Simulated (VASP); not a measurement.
# Zn7PdO8 (P3m1) in VASP: single point with PBEsol+U

Aim: the single point of Zn7PdO8 with PBEsol+U.

All numbers are computed with VASP 6.6.1; they aren't measurements. Logs are shortened: lines on timing, memory, paths and dates and some standing lists are left out, and cuts for length are marked.

## 1. The cell of the first run

It takes space group P3m1 (No. 156, trigonal). The conventional cell has a = 6.499 Å, b = 6.499 Å, c = 5.204 Å, α = 90.00°, β = 90.00°, γ = 120.00°. Pd (site symmetry 3m) has 4 O at 2.11 to 2.14 Å within 2.8 Å. Zn (site symmetry m) has 4 O at 1.94 to 1.96 Å within 2.6 Å. Within 2.6 Å of Zn (site symmetry m) lie 4 O at 1.95 to 1.97 Å. Zn (site symmetry 3m) has 4 O at 1.97 Å within 2.6 Å. O (site symmetry 3m) has 3 Zn at 1.97 Å and 1 Pd at 2.11 Å within 2.6 Å. Within 2.6 Å of O (site symmetry m) lie 4 Zn at 1.96 to 1.97 Å. Within 2.6 Å of O (site symmetry m) lie 3 Zn at 1.94 to 1.95 Å and 1 Pd at 2.14 Å. O (site symmetry 3m) has 4 Zn at 1.96 to 1.97 Å within 2.6 Å.

## 2. Single point, PBEsol+U, collinear spin, zero start

Input file INCAR:

```
ALGO = Normal
EDIFF = 1E-7
ENCUT = 520
GGA = PS
ISIF = 2
ISMEAR = 0
ISPIN = 2
LASPH = T
LCHARG = F
LDAU = T
LDAUJ = 0 0 0
LDAUL = 2 -1 -1
LDAUPRINT = 1
LDAUTYPE = 2
LDAUU = 2 0 0
LMAXMIX = 4
LORBIT = 11
LREAL = Auto
LWAVE = F
MAGMOM = 0 0 0 0 0 0 0 0 0 0 0 0 0 0 0 0
NBANDS = 89
NELM = 150
NUPDOWN = 0.0
PREC = Accurate
SIGMA = 0.05
```

Input file KPOINTS:

```
k-points
0
Gamma
  3 3 3
```

Input file POSCAR:

```
Zn7PdO8
1.0
    6.4988000000      0.0000000000      0.0000000000
   -3.2494000000      5.6281259000      0.0000000000
    0.0000000000      0.0000000000      5.2038000000
Pd Zn O
1 7 8
Direct
    0.1666666667      0.3333333333      0.0055080751
    0.1625697746      0.8312848873      0.0021773686
    0.6687151127      0.3374302254      0.0021773686
    0.6687151127      0.8312848873      0.0021773686
    0.3364086065      0.1635913935      0.4987452301
    0.3364086065      0.6728172130      0.4987452301
    0.8271827870      0.1635913935      0.4987452301
    0.8333333333      0.6666666667      0.5005415688
    0.1666666667      0.3333333333      0.4101812877
    0.1645051593      0.8322525797      0.3793578361
    0.6677474203      0.3354948407      0.3793578361
    0.6677474203      0.8322525797      0.3793578361
    0.3467667830      0.1532332170      0.8734159128
    0.3467667830      0.6935335660      0.8734159128
    0.8064664340      0.1532332170      0.8734159128
    0.8333333333      0.6666666667      0.8794800252
```

Potentials or basis: VASP PAW PBE potentials, release 64 (Pd, Zn, O).

Started as:

```
> cat potpaw_PBE.64/Pd/POTCAR potpaw_PBE.64/Zn/POTCAR potpaw_PBE.64/O/POTCAR > POTCAR
> mpirun -np 1 vasp_std > vasp.out
```

OUTCAR:

```text
EDIFF = 1E-7
   ENCUT = 520
   GGA = PS
   ISIF = 2
   ISMEAR = 0
   ISPIN = 2
   LASPH = T
   LORBIT = 11
   LREAL = Auto
   NELM = 150
   NUPDOWN = 0.0
   PREC = Accurate

 ion  position               nearest neighbor table
   1  0.167  0.333  0.006-   9 2.11  13 2.14  15 2.14  14 2.14   5 3.20   7 3.20   6 3.20
   2  0.163  0.831  0.002-  14 1.94  13 1.94  16 1.96  10 1.96
   3  0.669  0.337  0.002-  13 1.94  15 1.94  16 1.96  11 1.96
   4  0.669  0.831  0.002-  14 1.94  15 1.94  16 1.96  12 1.96
   5  0.336  0.164  0.499-  13 1.95   9 1.97  11 1.97  10 1.97   1 3.20
   6  0.336  0.673  0.499-  14 1.95   9 1.97  12 1.97  10 1.97   1 3.20
   7  0.827  0.164  0.499-  15 1.95   9 1.97  11 1.97  12 1.97   1 3.20
   8  0.833  0.667  0.501-  12 1.97  10 1.97  11 1.97  16 1.97
   9  0.167  0.333  0.410-   5 1.97   7 1.97   6 1.97   1 2.11
  10  0.165  0.832  0.379-   2 1.96   6 1.97   5 1.97   8 1.97
  11  0.668  0.335  0.379-   3 1.96   5 1.97   7 1.97   8 1.97
  12  0.668  0.832  0.379-   4 1.96   6 1.97   7 1.97   8 1.97
  13  0.347  0.153  0.873-   3 1.94   2 1.94   5 1.95   1 2.14
  14  0.347  0.694  0.873-   4 1.94   2 1.94   6 1.95   1 2.14
  15  0.806  0.153  0.873-   3 1.94   4 1.94   7 1.95   1 2.14
  16  0.833  0.667  0.879-   4 1.96   2 1.96   3 1.96   8 1.97

  LATTYP: Found a hexagonal cell.
 ALAT       =     6.4988000000
 C/A-ratio  =     0.8007324429

  Lattice vectors:

 A1 = (   6.4988000000,   0.0000000000,   0.0000000000)
 A2 = (  -3.2494000000,   5.6281259000,   0.0000000000)
 A3 = (   0.0000000000,   0.0000000000,   5.2038000000)

Analysis of symmetry for initial positions (statically):
=====================================================================
 Subroutine PRICEL returns:
 Original cell was already a primitive cell.

 Routine SETGRP: Setting up the symmetry group for a
 hexagonal supercell.

 Subroutine GETGRP returns: Found  6 space group operations
 (whereof  2 operations were pure point group operations)
 out of a pool of 24 trial point group operations.

The static configuration has the point symmetry C_1h.
 The point group associated with its full space group is C_3v.

Analysis of symmetry for dynamics (positions and initial velocities):
=====================================================================
 Subroutine PRICEL returns:
 Original cell was already a primitive cell.

 Routine SETGRP: Setting up the symmetry group for a
 hexagonal supercell.

 Subroutine GETGRP returns: Found  6 space group operations
 (whereof  2 operations were pure point group operations)
 out of a pool of 24 trial point group operations.

The dynamic configuration has the point symmetry C_1h.
 The point group associated with its full space group is C_3v.

Analysis of structural, dynamic, and magnetic symmetry:
=====================================================================
 Subroutine PRICEL returns:
 Original cell was already a primitive cell.

 Routine SETGRP: Setting up the symmetry group for a
 hexagonal supercell.

 Subroutine GETGRP returns: Found  6 space group operations
 (whereof  2 operations were pure point group operations)
 out of a pool of 24 trial point group operations.

The overall configuration has the point symmetry C_1h.
 The point group associated with its full space group is C_3v.

 Subroutine INISYM returns: Found  6 space group operations
 (whereof  2 operations are pure point group operations),
 and found     1 'primitive' translations

----------------------------------------------------------------------------------------

                                     Primitive cell

  volume of cell :     190.3345

  direct lattice vectors                    reciprocal lattice vectors
     6.498800000  0.000000000  0.000000000     0.153874561  0.088839519  0.000000000
    -3.249400000  5.628125900  0.000000000     0.000000000  0.177679039  0.000000000
     0.000000000  0.000000000  5.203800000     0.000000000  0.000000000  0.192167262

  length of vectors
     6.498800000  6.498800005  5.203800000     0.177679039  0.177679039  0.192167262

  position of ions in fractional coordinates (direct lattice)
     0.166666667  0.333333333  0.005508075
     0.162569775  0.831284887  0.002177369
     0.668715113  0.337430225  0.002177369
     0.668715113  0.831284887  0.002177369
     0.336408607  0.163591393  0.498745230
     0.336408607  0.672817213  0.498745230
[... 8 lines left out ...]
     0.806466434  0.153233217  0.873415913
     0.833333333  0.666666667  0.879480025

  ion indices of the primitive-cell ions
   primitive index   ion index
[... 85 lines left out ...]
   ISMEAR =     0;   SIGMA  =   0.05  broadening in eV -4-tet -1-fermi 0-gaus
   EFERMI_NEDOS =   21; number of points for ismear=-14 and -15
   IALGO  =     38    algorithm
   IMIX   =      4    mixing-type and parameters
     AMIX     =   0.40;   BMIX     =  1.00
     AMIX_MAG =   1.60;   BMIX_MAG =  1.00
  volume/ion in A,a.u.               =      11.90        80.28
  Fermi-wavevector in a.u.,A,eV,Ry     =   1.484790  2.805847 29.995430  2.204602
  Thomas-Fermi vector in A             =   2.598283
   LORBIT       =     11    0 simple, 1 ext, 2 COOP (PROOUT), +10 PAW based schemes
 LDA+U is selected, type is set to LDAUTYPE =  2
   angular momentum for each species LDAUL =     2   -1   -1
   U (eV)           for each species LDAUU =   2.0  0.0  0.0
   J (eV)           for each species LDAUJ =   0.0  0.0  0.0
   GGA     = PS    functional components
   LHFCALC =     F    Hartree Fock is set to
   AEXX    =    0.0000 exact exchange contribution
   IVDW    =     0    specifies the selected vdW correction
   LEPSILON=     F    determine dielectric tensor
   LRPA    =     F    only Hartree local field effects (RPA)
 spin polarized calculation
 Gauss-broadening in eV      SIGMA  =   0.05
  energy-cutoff  :      520.00
  volume of cell :      190.33
 maximum number of plane-waves:      5141
   NGX = 25   NGY = 25   NGZ = 19

 number of electron     141.9999978 magnetization      -0.0000000

atom =   1  type =  1  l = 2

 onsite density matrix

spin component  1

  0.8657  0.0000 -0.0000 -0.0622 -0.0000
  0.0000  0.9194 -0.0000  0.0000 -0.0622
 -0.0000 -0.0000  0.7482  0.0000  0.0000
 -0.0622  0.0000  0.0000  0.9194 -0.0000
 -0.0000 -0.0622  0.0000 -0.0000  0.8657

spin component  2

  0.8657  0.0000 -0.0000 -0.0623 -0.0000
  0.0000  0.9194 -0.0000  0.0000 -0.0623
 -0.0000 -0.0000  0.7483  0.0000  0.0000
 -0.0623  0.0000  0.0000  0.9194 -0.0000
 -0.0000 -0.0623  0.0000 -0.0000  0.8657

 occupancies and eigenvectors

  o =  0.7482  v = -0.0000  0.0000 -1.0000 -0.0000  0.0000  0.0000  0.0000  0.0000  0.0000  0.0000      0.0000  0.0000  0.0000  0.0000  0.0000  0.0000  0.0000  0.0000  0.0000  0.0000
  o =  0.7483  v =  0.0000  0.0000  0.0000  0.0000  0.0000 -0.0000  0.0000 -1.0000 -0.0000  0.0000      0.0000  0.0000  0.0000  0.0000  0.0000  0.0000  0.0000  0.0000  0.0000  0.0000
  o =  0.8247  v =  0.0000  0.0000  0.0000  0.0000  0.0000 -0.8355 -0.0000 -0.0000 -0.5495 -0.0000      0.0000  0.0000  0.0000  0.0000  0.0000  0.0000  0.0000  0.0000  0.0000  0.0000
  o =  0.8247  v =  0.0000  0.0000  0.0000  0.0000  0.0000 -0.0000  0.5495  0.0000 -0.0000  0.8355      0.0000  0.0000  0.0000  0.0000  0.0000  0.0000  0.0000  0.0000  0.0000  0.0000
  o =  0.8248  v = -0.8355 -0.0000 -0.0000 -0.5494 -0.0000  0.0000  0.0000  0.0000  0.0000  0.0000      0.0000  0.0000  0.0000  0.0000  0.0000  0.0000  0.0000  0.0000  0.0000  0.0000
  o =  0.8248  v = -0.0000  0.5494  0.0000 -0.0000  0.8355  0.0000  0.0000  0.0000  0.0000  0.0000      0.0000  0.0000  0.0000  0.0000  0.0000  0.0000  0.0000  0.0000  0.0000  0.0000
  o =  0.9603  v = -0.5494  0.0000 -0.0000  0.8355 -0.0000  0.0000  0.0000  0.0000  0.0000  0.0000      0.0000  0.0000  0.0000  0.0000  0.0000  0.0000  0.0000  0.0000  0.0000  0.0000
  o =  0.9603  v = -0.0000 -0.8355  0.0000  0.0000  0.5494  0.0000  0.0000  0.0000  0.0000  0.0000      0.0000  0.0000  0.0000  0.0000  0.0000  0.0000  0.0000  0.0000  0.0000  0.0000
  o =  0.9603  v =  0.0000  0.0000  0.0000  0.0000  0.0000 -0.5495  0.0000 -0.0000  0.8355 -0.0000      0.0000  0.0000  0.0000  0.0000  0.0000  0.0000  0.0000  0.0000  0.0000  0.0000
  o =  0.9603  v =  0.0000  0.0000  0.0000  0.0000  0.0000 -0.0000 -0.8355  0.0000  0.0000  0.5495      0.0000  0.0000  0.0000  0.0000  0.0000  0.0000  0.0000  0.0000  0.0000  0.0000

 number of electron     141.9999978 magnetization       0.0000000

 Free energy of the ion-electron system (eV)
  ---------------------------------------------------
  ext. energy  EPLUGINS =         0.00000000
  ---------------------------------------------------
  free energy    TOTEN  =       -76.26945059 eV

  energy without entropy =      -76.24137951  energy(sigma->0) =      -76.25541505

 E-fermi :   2.4874     XC(G=0): -11.3361

 val. band max:        2.4866704479   @ k =   0.0000   0.3333   0.3333
 cond. band min:       2.4988864491   @ k =   0.0000   0.3333   0.3333
 fundamental gap:      0.0122160013
 Fermi energy:         2.4874900216

 spin component 1

 k-point     1 :       0.0000    0.0000    0.0000
  band No.  band energies     occupation
      1     -16.5058      1.00000
      2     -15.8727      1.00000
      3     -15.7996      1.00000
      4     -15.7996      1.00000
      5     -15.7422      1.00000
      6     -15.6376      1.00000
[... 591 lines left out ...]
     82       9.8177      0.00000
     83      10.4650      0.00000
 Fermi energy:         2.4874213449

 spin component 2

 k-point     1 :       0.0000    0.0000    0.0000
  band No.  band energies     occupation
      1     -16.5058      1.00000
      2     -15.8728      1.00000
      3     -15.7996      1.00000
      4     -15.7996      1.00000
      5     -15.7422      1.00000
      6     -15.6377      1.00000
[... 591 lines left out ...]
     82       9.8177      0.00000
     83      10.4650      0.00000
 [bands above 83 left out]

------------------------ aborting loop because EDIFF is reached ----------------------------------------

  FORCE on cell =-STRESS in cart. coord.  units (eV):
  Direction    XX          YY          ZZ          XY          YZ          ZX
  --------------------------------------------------------------------------------------
  -------------------------------------------------------------------------------------
  Total        3.2987349      3.2987349      3.7272450      0.0000000      0.0000000      0.0000000
  in kB       27.7677329     27.7677329     31.3747990      0.0000000      0.0000000      0.0000000
  external PRESSURE =      28.9700883 kB  Pullay stress =       0.0000000 kB

 VOLUME and BASIS-vectors are now :
 -----------------------------------------------------------------------------
  energy-cutoff  :      520.00
  volume of cell :      190.33
      direct lattice vectors                 reciprocal lattice vectors
     6.498800000  0.000000000  0.000000000     0.153874561  0.088839519  0.000000000
    -3.249400000  5.628125900  0.000000000     0.000000000  0.177679039  0.000000000
     0.000000000  0.000000000  5.203800000     0.000000000  0.000000000  0.192167262

 POSITION                                       TOTAL-FORCE (eV/Angst)
 -----------------------------------------------------------------------------------
      0.00000      1.87604      0.02866        -0.000000     -0.000000     -0.679119
     -1.64467      4.67858      0.01133         0.009416      0.005436      0.015221
      3.24940      1.89910      0.01133         0.000000     -0.010873      0.015221
      1.64467      4.67858      0.01133        -0.009416      0.005436      0.015221
      1.65468      0.92071      2.59537        -0.013544      0.007820     -0.011689
      0.00000      3.78670      2.59537         0.000000     -0.015639     -0.011689
[... 8 lines left out ...]
      4.74315      0.86242      4.54508         0.165499      0.095551      0.179639
      3.24940      3.75208      4.57664        -0.000000     -0.000000      0.001364
 -----------------------------------------------------------------------------------
    total drift:                                0.000015     -0.000008     -0.011353

  FREE ENERGIE OF THE ION-ELECTRON SYSTEM (eV)
  ---------------------------------------------------
  free  energy   TOTEN  =       -76.2694505926 eV

  energy  without entropy=      -76.2413795147  energy(sigma->0) =      -76.25541505

 total charge

# of ion       s       p       d       tot
------------------------------------------
    1        0.350   0.423   8.592   9.365
    2        0.475   0.531   9.907  10.913
    3        0.475   0.531   9.907  10.913
    4        0.475   0.531   9.907  10.913
    5        0.468   0.510   9.905  10.883
    6        0.468   0.510   9.905  10.883
[... 8 lines left out ...]
   15        1.556   3.407   0.000   4.963
   16        1.545   3.446   0.000   4.991
--------------------------------------------------
tot         16.045  31.447  77.935 125.428

 magnetization (x)

# of ion       s       p       d       tot
------------------------------------------
    1       -0.000  -0.000  -0.000  -0.000
    2        0.000   0.000   0.000   0.000
    3        0.000   0.000   0.000   0.000
    4        0.000   0.000   0.000   0.000
    5       -0.000  -0.000  -0.000  -0.000
    6       -0.000  -0.000  -0.000  -0.000
[... 8 lines left out ...]
   15        0.000   0.000   0.000   0.000
   16        0.000   0.000   0.000   0.000
--------------------------------------------------
tot          0.000   0.000  -0.000  -0.000
```

Run time: 10 min. Hardware: 1 thread of Intel Xeon Platinum 8259CL at 2.50GHz (Skylake/Cascade Lake), shared host; peak memory 0.45 GiB.

What came out:

```yaml
Free_energy: -76.2695 eV
Pressure: 2.9 GPa
Largest_force: 0.679 eV/Å
Net_moment: 0.00 μB per cell
Valence_electrons_inside_the_program's_atomic_spheres: Pd 9.37; Zn 10.91, 10.88 (each value once); O 4.95, 4.99, 4.96 (each value once)
```

Forces in eV/Å, atoms in the order of the input:
```
Pd   0.000  0.000 -0.679
Zn   0.009  0.005  0.015
Zn   0.000 -0.011  0.015
Zn  -0.009  0.005  0.015
Zn  -0.014  0.008 -0.012
Zn   0.000 -0.016 -0.012
Zn   0.014  0.008 -0.012
Zn   0.000  0.000 -0.015
O    0.000  0.000  0.157
O   -0.005 -0.003 -0.005
O    0.000  0.006 -0.005
O    0.005 -0.003 -0.005
O   -0.165  0.096  0.180
O    0.000 -0.191  0.180
O    0.165  0.096  0.180
O    0.000  0.000  0.001
```

Eigenvalues of the final occupation matrices:
```csv
site,spin,trace,eigenvalues
site 1 d,1,4.32,0.75 0.82 0.82 0.96 0.96
site 1 d,2,4.32,0.75 0.82 0.82 0.96 0.96
```

Caveat: the k points lie up to 0.40 Å⁻¹ apart; the PAW data sets were made with another functional, which shifts forces and pressure a little; the total moment is fixed, so each spin has its own Fermi level.
